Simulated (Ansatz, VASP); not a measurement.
**One calculation of CsPbBr3, two programs**

The input INCAR:

```
SYSTEM = CsPbBr3
ALGO = Normal
EDIFF = 1E-6
ENCUT = 520
GGA = PE
ISIF = 2
ISMEAR = 0
LASPH = .TRUE.
LCHARG = .TRUE.
LELF = .TRUE.
LREAL = .FALSE.
LVHAR = .TRUE.
LWAVE = .FALSE.
NBANDS = 30
NELM = 100
PREC = Accurate
SIGMA = 0.02
```

KPOINTS

```
k-points
0
G
  6 6 6
  0 0 0
```

File POSCAR:

```
CsPbBr3
1.0
    5.8801807479      0.0000000000      0.0000000000
    0.0000000000      5.8801807479      0.0000000000
    0.0000000000      0.0000000000      5.8801807479
Cs Pb Br
1 1 3
Direct
    0.0000000000      0.0000000000      0.0000000000
    0.5000000000      0.5000000000      0.5000000000
    0.0000000000      0.5000000000      0.5000000000
    0.5000000000      0.0000000000      0.5000000000
    0.5000000000      0.5000000000      0.0000000000
```

Input for Ansatz:

```yaml
crystal:
  lattice:
    - [5.880180693, 0.0, 0.0]
    - [0.0, 5.880180693, 0.0]
    - [0.0, 0.0, 5.880180693]
  atoms:
    - { symbol: Cs, position: [0.0, 0.0, 0.0] }
    - { symbol: Pb, position: [0.5, 0.5, 0.5] }
    - { symbol: Br, position: [0.0, 0.5, 0.5] }
    - { symbol: Br, position: [0.5, 0.0, 0.5] }
    - { symbol: Br, position: [0.5, 0.5, 0.0] }
basis:
  ecutwfc: 420
kpoints:
  mp_grid: { grid: [6, 6, 6] }
hamiltonian:
  xc: pbe
scf:
  occupations: { method: gaussian, width: 0.02 }
output:
  forces: true
  stress: true
  eigenvalues: true
```

Alike in both runs: task single point; functional PBE; k mesh 6 × 6 × 6; occupations gaussian, width 0.02 eV; no spin polarisation.

|  | VASP | Ansatz |
| --- | --- | --- |
| version | VASP 6.6.1 | Ansatz 0.2.0 |
| potentials or method | VASP PAW PBE potentials, release 64 (Cs_sv, Pb_d, Br), cutoff 520 eV | scalar-relativistic, plane waves, PAW |
| valence electrons in the cell | 44 | 44 |

```tsv
	VASP	Ansatz	Ansatz less VASP
gap on the k mesh at the Fermi level (eV)	1.56	1.55	-0.006
least direct gap on the mesh (eV)	1.56	1.55	-0.006
pressure (GPa)	1.3	1.3	+0.01
```

The functional is the same, so the differences come from potentials, cutoffs and numerics.

Neither program's run includes spin-orbit coupling.
